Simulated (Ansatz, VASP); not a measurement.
NiO: VASP beside Ansatz

```
Ni O
1.0
     0.00000    2.08590    2.08590
     2.08590    0.00000    2.08590
     2.08590    2.08590    0.00000
Ni O
1 1
Direct
  0.00000 0.00000 0.00000
  0.50000 0.50000 0.50000
```

Alike in both runs: functional PBEsol; k mesh 11 × 11 × 11; occupations fermi-dirac, width 0.05 eV; collinear spin; Hubbard terms Ni d U = 8.0 eV.

|  | VASP | Ansatz |
| --- | --- | --- |
| version | VASP 6.6.1 | Ansatz 0.2.0 |
| potentials or method | VASP PAW PBE potentials, release 64 (Ni, O) | Ansatz PAW |
| plane-wave cutoff (eV) | 520 | 420 |
| valence electrons in the cell | 16 | 24 |
| task | single point | projected density of states |

Ansatz gave:

* gap on the k mesh at the Fermi level (eV): 2.36
* least direct gap on the mesh (eV): 3.43
* pressure (GPa): 6.2
* net moment per atom (μB): 1.00
* size of the moment on the site where the two differ most (μB): 1.74

Q: Which values does VASP return?

A: gap on the k mesh at the Fermi level (eV): 3.00; least direct gap on the mesh (eV): 3.78; pressure (GPa): -9.5; net moment per atom (μB): 1.00; size of the moment on the site where the two differ most (μB): 1.88.

VASP's potentials were made for PBE, not for PBEsol. Site moments also hang on the region over which each program counts them. The programs project onto different local orbitals, so the same U acts differently, and such runs can settle in different states. VASP's potentials hold 16 valence electrons a cell and Ansatz's 24, so a difference there can come from the potentials and not from the codes.

Noted on Ansatz's run: the magnetic or orbital state may not be the lowest; odd divisions of the mesh miss points on the zone boundary, where band edges often lie, so the gap on the mesh can be too wide.
